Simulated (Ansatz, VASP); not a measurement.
Two plane-wave programs on Ru

```
Ru
1.0
     2.70235    0.00000    0.00000
    -1.35117    2.34030    0.00000
     0.00000    0.00000    4.26597
Ru
2
Direct
  0.33333 0.66667 0.25000
  0.66667 0.33333 0.75000
```

Alike in both runs: functional r2SCAN; k mesh 18 × 18 × 10; occupations gaussian, width 0.1 eV; no spin polarisation.

Ansatz relaxed the structure, and its values are those at the end. VASP's run is a single point on that final structure, the one shown.

|  | VASP | Ansatz |
| --- | --- | --- |
| version | VASP 6.6.1 | Ansatz 0.2.0 |
| potentials or method | VASP PAW PBE potentials, release 64 (Ru_pv), cutoff 520 eV | scalar-relativistic, plane waves, PAW |
| valence electrons in the cell | 28 | 32 |

|  | VASP | Ansatz | Ansatz less VASP |
| --- | --- | --- | --- |
| gap on the k mesh at the Fermi level (eV) | none | none | - |
| pressure (GPa) | 1.5 | 0.0 | -1.54 |

VASP's potentials were made for PBE, not for r2SCAN. A gap of «none» marks a metal or a gap that the smearing closes. With one functional, cell and mesh, what is left measures potentials, basis and numerics. VASP's potentials hold 28 valence electrons a cell and Ansatz's 32, so a difference there can come from the potentials and not from the codes.
